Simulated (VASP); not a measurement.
# MgS (F-43m) in VASP: G0W0 quasiparticle levels with PBEsol

Aim: the G0W0 quasiparticle levels of MgS with PBEsol.

Program: VASP 6.6.1. These are calculated values, not measurements. Logs are shortened: lines on timing, memory, paths and dates and some standing lists are left out, and cuts for length are marked.

### Step 1. The cell of the first run

Symmetry: F-43m, No. 216, cubic system. Conventional cell: a = 5.651 Å, b = 5.651 Å, c = 5.651 Å, α = 90.00°, β = 90.00°, γ = 90.00°. Within 3.2 Å of Mg (site symmetry -43m) lie 4 S at 2.45 Å. Within 3.2 Å of S (site symmetry -43m) lie 4 Mg at 2.45 Å.

### Step 2. G0W0 quasiparticle levels, PBEsol

POSCAR reads:

```
MgS
1.0
    0.0000000000      2.8257015369      2.8257015369
    2.8257015369      0.0000000000      2.8257015369
    2.8257015369      2.8257015369      0.0000000000
Mg S
1 1
Direct
    0.0000000000      0.0000000000      0.0000000000
    0.2500000000      0.2500000000      0.2500000000
```

INCAR.step1 reads:

```
PREC = Accurate
ENCUT = 500
EDIFF = 1E-8
ISMEAR = 0
SIGMA = 0.01
LREAL = F
LASPH = T
NELM = 80
ALGO = Normal
LWAVE = T
LCHARG = F
GGA = PS
```

INCAR.step2 reads:

```
PREC = Accurate
ENCUT = 500
EDIFF = 1E-8
ISMEAR = 0
SIGMA = 0.01
LREAL = F
LASPH = T
NELM = 1
ALGO = Exact
LWAVE = T
LCHARG = F
GGA = PS
NBANDS = 251
LOPTICS = T
ISTART = 1
```

INCAR.step3 reads:

```
PREC = Accurate
ENCUT = 500
EDIFF = 1E-8
ISMEAR = 0
SIGMA = 0.01
LREAL = F
LASPH = T
ALGO = EVGW0
LWAVE = F
LCHARG = F
GGA = PS
NELMGW = 1
NBANDS = 251
ENCUTGW = 180.0
NOMEGA = 96
PRECFOCK = Fast
ISTART = 1
NBANDSGW = 12
OMEGAMAX = 20
```

KPOINTS reads:

```
Automatic mesh
0
Gamma
  4 4 4
```

Potentials or basis: VASP PAW PBE potentials, release 64 (Mg_GW, S_GW).

Run with:

```sh
$ cat potpaw_PBE.64/Mg_GW/POTCAR potpaw_PBE.64/S_GW/POTCAR > POTCAR
$ cp INCAR.step1 INCAR
$ mpirun -np 1 vasp_std > vasp.out
$ cp INCAR.step2 INCAR
$ mpirun -np 1 vasp_std > vasp.out
$ cp INCAR.step3 INCAR
$ mpirun -np 1 vasp_std > vasp.out
```

OUTCAR:

```text
PREC = Accurate
   ENCUT = 500
   EDIFF = 1E-8
   ISMEAR = 0
   LREAL = F
   LASPH = T
   GGA = PS
   NELMGW = 1
   ENCUTGW = 180.0
   PRECFOCK = Fast
   ISTART = 1

 ion  position               nearest neighbor table
   1  0.000  0.000  0.000-   2 2.45   2 2.45   2 2.45   2 2.45
   2  0.250  0.250  0.250-   1 2.45   1 2.45   1 2.45   1 2.45

  LATTYP: Found a face centered cubic cell.
 ALAT       =     5.6514030738

  Lattice vectors:

 A1 = (   0.0000000000,   2.8257015369,   2.8257015369)
 A2 = (   2.8257015369,   0.0000000000,   2.8257015369)
 A3 = (   2.8257015369,   2.8257015369,   0.0000000000)

Analysis of symmetry for initial positions (statically):
=====================================================================
 Subroutine PRICEL returns:
 Original cell was already a primitive cell.

 Routine SETGRP: Setting up the symmetry group for a
 face centered cubic supercell.

 Subroutine GETGRP returns: Found 24 space group operations
 (whereof 24 operations were pure point group operations)
 out of a pool of 48 trial point group operations.

The static configuration has the point symmetry T_d .

Analysis of symmetry for dynamics (positions and initial velocities):
=====================================================================
 Subroutine PRICEL returns:
 Original cell was already a primitive cell.

 Routine SETGRP: Setting up the symmetry group for a
 face centered cubic supercell.

 Subroutine GETGRP returns: Found 24 space group operations
 (whereof 24 operations were pure point group operations)
 out of a pool of 48 trial point group operations.

The dynamic configuration has the point symmetry T_d .

 Subroutine INISYM returns: Found 24 space group operations
 (whereof 24 operations are pure point group operations),
 and found     1 'primitive' translations

----------------------------------------------------------------------------------------

                                     Primitive cell

  volume of cell :      45.1241

  direct lattice vectors                    reciprocal lattice vectors
     0.000000000  2.825701537  2.825701537    -0.176947209  0.176947209  0.176947209
     2.825701537  0.000000000  2.825701537     0.176947209 -0.176947209  0.176947209
     2.825701537  2.825701537  0.000000000     0.176947209  0.176947209 -0.176947209

  length of vectors
     3.996145437  3.996145437  3.996145437     0.306481556  0.306481556  0.306481556

  position of ions in fractional coordinates (direct lattice)
     0.000000000  0.000000000  0.000000000
     0.250000000  0.250000000  0.250000000

  ion indices of the primitive-cell ions
   primitive index   ion index
                 1           1
                 2           2

----------------------------------------------------------------------------------------

 KPOINTS: Automatic mesh

Automatic generation of k-mesh.
 Grid dimensions read from file:
 generate k-points for:    4    4    4

 Generating k-lattice:

  Cartesian coordinates                     Fractional coordinates (reciprocal lattice)
    -0.044236802  0.044236802  0.044236802     0.250000000  0.000000000  0.000000000
     0.044236802 -0.044236802  0.044236802     0.000000000  0.250000000  0.000000000
     0.044236802  0.044236802 -0.044236802     0.000000000  0.000000000  0.250000000

  Length of vectors
     0.076620389  0.076620389  0.076620389

  Shift w.r.t. Gamma in fractional coordinates (k-lattice)
     0.000000000  0.000000000  0.000000000

 Subroutine IBZKPT returns following result:
 ===========================================

 Found      8 irreducible k-points:

 Following reciprocal coordinates:
            Coordinates               Weight
  0.000000  0.000000  0.000000      1.000000
  0.250000  0.000000  0.000000      8.000000
  0.500000  0.000000  0.000000      4.000000
  0.250000  0.250000  0.000000      6.000000
  0.500000  0.250000  0.000000     24.000000
 -0.250000  0.250000  0.000000     12.000000
  0.500000  0.500000  0.000000      3.000000
 -0.250000  0.500000  0.250000      6.000000
   k-points           NKPTS =      8   k-points in BZ     NKDIM =     64   number of bands    NBANDS=    251
   number of dos      NEDOS =    301   number of ions     NIONS =      2
   total plane-waves  NPLWV =  27000
   dimension x,y,z NGX =    30 NGY =   30 NGZ =   30
   dimension x,y,z NGXF=    60 NGYF=   60 NGZF=   60
   ions per type =               1   1
   NGX,Y,Z   is equivalent  to a cutoff of  12.48, 12.48, 12.48 a.u.
   NGXF,Y,Z  is equivalent  to a cutoff of  24.96, 24.96, 24.96 a.u.
 SYSTEM =  unknown system
   PREC   = accura    normal or accurate (medium, high low for compatibility)
   ISTART =      1    job   : 0-new  1-cont  2-samecut
   ICHARG =      0    charge: 1-file 2-atom 10-const
   ISPIN  =      1    spin polarized calculation?
   LNONCOLLINEAR =      F non collinear calculations
   LSORBIT =      F    spin-orbit coupling
   LASPH  =      T    aspherical Exc in radial PAW
   ENCUT  =  500.0 eV  36.75 Ry    6.06 a.u.   7.29  7.29  7.29*2*pi/ulx,y,z
   NELM   =     60;   NELMIN=  2; NELMDL=  0     # of ELM steps
   EDIFF  = 0.1E-07   stopping-criterion for ELM
   LREAL  =      F    real-space projection
   EDIFFG = 0.1E-06   stopping-criterion for IOM
   NSW    =      0    number of steps for IOM
   IBRION =     -1    ionic relax: 0-MD 1-quasi-New 2-CG
   NFREE  =      0    steps in history (QN), initial steepest desc. (CG)
   ISIF   =      0    stress and relaxation
   ISYM   =      3    0-nonsym 1-usesym 2-fastsym
   POTIM  = 0.5000    time-step for ionic-motion
   TEBEG  =    0.0;   TEEND  =   0.0 temperature during run
   PSTRESS=    0.0 pullay stress
   NELECT =       8.0000    total number of electrons
   NUPDOWN=      -1.0000    fix difference up-down
   EMIN   =  10.00;   EMAX   =-10.00  energy-range for DOS
   EFERMI =   0.00;   METHOD = LEGACY
   ISMEAR =     0;   SIGMA  =   0.01  broadening in eV -4-tet -1-fermi 0-gaus
   EFERMI_NEDOS =   21; number of points for ismear=-14 and -15
   IALGO  =     38    algorithm
   IMIX   =      4    mixing-type and parameters
     AMIX     =   0.40;   BMIX     =  1.00
     AMIX_MAG =   1.60;   BMIX_MAG =  1.00
  volume/ion in A,a.u.               =      22.56       152.26
  Fermi-wavevector in a.u.,A,eV,Ry     =   0.919677  1.737937 11.507880  0.845805
  Thomas-Fermi vector in A             =   2.044897
   LORBIT       =      0    0 simple, 1 ext, 2 COOP (PROOUT), +10 PAW based schemes
   GGA     = PS    functional components
   LHFCALC =     T    Hartree Fock is set to
   PRECFOCK=fast      Normal, Fast or Accurate (Low or Medium for compatibility)
   ENCUT4O =  -1.0   cutoff for four orbital integrals eV
   NKREDX  =     1    reduce k-point grid by
   NKREDY  =     1    reduce k-point grid by
   NKREDZ  =     1    reduce k-point grid by
   AEXX    =    1.0000 exact exchange contribution
   HFSCREEN=    0.0000 screening length (either q_TF or 0.3 A-1)
   HFSCREENC=   0.0000 screening length for correlation (either q_TF or 0.3 A-1)
   ENCUTFOCK=  -1.0 apply spherical cutoff to Coloumb kernel
   IVDW    =     0    specifies the selected vdW correction
   LEPSILON=     F    determine dielectric tensor
   LRPA    =     F    only Hartree local field effects (RPA)
   LRPAFORCE           =     F    calculate RPA forces
   ENCUTGW             = 180.0    cutoff for response function in eV
   ENCUTGWSOFT         = 144.0    soft cutoff for Coulomb kernel in GW response function in eV
   ENCUTLF             =  -1.0    cutoff for local field effects
   NELMGW              =     1    number of iterations in solving QP/BSE equation
   NELMHF              =     1    number of iterations in the inner HF iteration
   NKREDLFX            =     1    NKREDLFY  =   1   NKREDLFZ  =   1
 non-spin polarized calculation
 Gauss-broadening in eV      SIGMA  =   0.01
  energy-cutoff  :      500.00
  volume of cell :       45.12
 maximum number of plane-waves:      1162
 NGX is ok and might be reduce to    30
  NGX = 18; NGY = 18; NGZ = 18
   NGX = 15   NGY = 15   NGZ = 15
 maximum number of plane-waves:       259
 NGX is ok and might be reduce to    18

 QP shifts <psi_nk| G(iteration)W_0 |psi_nk>: iteration 1
 for sc-GW calculations column KS-energies equals QP-energies in previous step
 and V_xc(KS)=  KS-energies - (<T + V_ion + V_H > + <T+V_H+V_ion>^1  + <V_x>^1)

 k-point   1 :       0.0000    0.0000    0.0000
  band No.  KS-energies  QP-energies   sigma(KS)   V_xc(KS)     V^pw_x(r,r')   Z            occupation Imag(sigma)

      1     -10.2303     -11.2186     -14.1348     -12.7717     -20.8506       0.7250       2.0000       1.3512
      2       1.0592      -0.2124     -14.5518     -12.8829     -16.1383       0.7619       2.0000       0.0341
      3       1.0592      -0.2124     -14.5518     -12.8829     -16.1383       0.7619       2.0000       0.0341
      4       1.0592      -0.2124     -14.5518     -12.8829     -16.1383       0.7619       2.0000       0.0341
      5       4.3763       4.8982      -7.8774      -8.5295      -4.3824       0.8003       0.0000      -0.0546
      6       8.8981       9.7129      -7.8868      -8.9301      -3.8318       0.7810       0.0000      -0.0728
      7       8.8981       9.7129      -7.8868      -8.9301      -3.8318       0.7810       0.0000      -0.0728
      8       8.8981       9.7129      -7.8868      -8.9301      -3.8318       0.7810       0.0000      -0.0728
      9      11.7616      12.6090      -8.4867      -9.5912      -3.9293       0.7672       0.0000      -0.1275
     10      11.7616      12.6090      -8.4867      -9.5912      -3.9293       0.7672       0.0000      -0.1275
     11      14.6434      15.0321      -6.3922      -6.9095      -1.4317       0.7514       0.0000      -0.3167
     12      14.8324      15.1217      -6.7320      -7.1164      -1.5747       0.7527       0.0000      -0.5048

 k-point   2 :       0.2500    0.0000    0.0000
  band No.  KS-energies  QP-energies   sigma(KS)   V_xc(KS)     V^pw_x(r,r')   Z            occupation Imag(sigma)
[... 97 lines left out ...]
      1      -9.2909     -10.1212     -14.8477     -13.6228     -21.3547       0.6778       2.0000       1.0252
      2      -1.2778      -2.5977     -12.9050     -11.1129     -15.1235       0.7365       2.0000       0.0623
      3      -0.8296      -2.1877     -13.0774     -11.2509     -15.1430       0.7436       2.0000       0.0548
      4      -0.3116      -1.6263     -13.1517     -11.4060     -15.0086       0.7531       2.0000       0.0446
      5       6.4314       6.9312      -7.8220      -8.4546      -4.1977       0.7900       0.0000      -0.0616
      6       8.9417       9.8283      -9.0192     -10.1730      -4.8034       0.7685       0.0000      -0.0785
      7       9.0981       9.7456      -8.1559      -8.9845      -4.1398       0.7813       0.0000      -0.0742
      8       9.4733      10.1245      -7.4267      -8.2734      -3.1079       0.7692       0.0000      -0.0942
      9      13.5931      14.1745      -8.2699      -9.0754      -2.8498       0.7218       0.0000      -0.3111
     10      14.7037      15.1586      -8.2762      -8.8960      -2.8916       0.7339       0.0000      -0.3967
     11      14.7335      15.6555     -10.0206     -11.2718      -4.5517       0.7370       0.0000      -0.3130
     12      16.0101      16.8069      -9.3791     -10.4299      -3.7892       0.7583       0.0000      -0.5022
```

Wall time 2.4 min (1 thread of Intel Xeon 6975P-C (Granite Rapids), shared host); peak memory 0.67 GiB.

What came out:

```
Quasiparticle gap                                   : 5.11 eV
Least direct quasiparticle gap                      : 5.11 eV
Band gap of the starting levels on the mesh         : 3.32 eV
Least direct gap of the starting levels on the mesh : 3.32 eV
```

Caveat: the k points lie up to 0.48 Å⁻¹ apart; bands, screening cutoff and mesh are small and nothing is extrapolated, so the quasiparticle values aren't converged.
